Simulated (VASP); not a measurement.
Write the native input for VASP 6.6.1 that does the following.

| Quantity | Value |
| --- | --- |
| Task | single point |
| Functional | LDA |
| Potentials or basis | VASP PAW LDA potentials, release 64 (Sr_sv, Mg) |
| Cutoff | 520 eV |
| k mesh | 4 × 4 × 4 |
| Occupations | methfessel-paxton, width 0.15 eV |
| Spin | no spin polarisation |
| Dipole correction | no |
| Further INCAR settings | ALGO = Normal; EDIFF = 1e-06; NBANDS = 24 |

The structure of Sr3Mg lies in POSCAR:

```
Sr3Mg
1.0
    5.6502200000      0.0000000000      0.0000000000
    0.0000000000      5.6502200000      0.0000000000
    0.0000000000      0.0000000000      5.6502200000
Sr Mg
3 1
Direct
    0.5000000000      0.5000000000      0.0000000000
    0.5000000000      0.0000000000      0.5000000000
    0.0000000000      0.5000000000      0.5000000000
    0.0000000000      0.0000000000      0.0000000000
```

One way to write it, as run:

INCAR

```
SYSTEM = Sr3Mg
PREC = Accurate ; ENCUT = 520
EDIFF = 1E-6 ; ISMEAR = 1
SIGMA = 0.15 ; LREAL = .False.
LASPH = .True. ; NELM = 100
ALGO = Normal ; ISIF = 2
LWAVE = .False. ; LCHARG = .True.
GGA = CA ; LELF = .True.
LVHAR = .True. ; NBANDS = 24
```

KPOINTS

```
Automatic mesh
0
Gamma
  4 4 4
  0 0 0
```

Potentials or basis: VASP PAW LDA potentials, release 64 (Sr_sv, Mg).

Launch:

```bash
$ cat potpaw_LDA.64/Sr_sv/POTCAR potpaw_LDA.64/Mg/POTCAR > POTCAR
$ mpirun -np 1 vasp_std > vasp.out
```

Results of the run:

```yaml
Pressure: -1.6 GPa
Band_gap_on_the_k_mesh: zero (bands 16 and 17 overlap by 0.41 eV)
```

Wall time 58 s on 1 thread of Intel Xeon 8259CL, with other jobs on the host, peak memory 0.22 GiB.
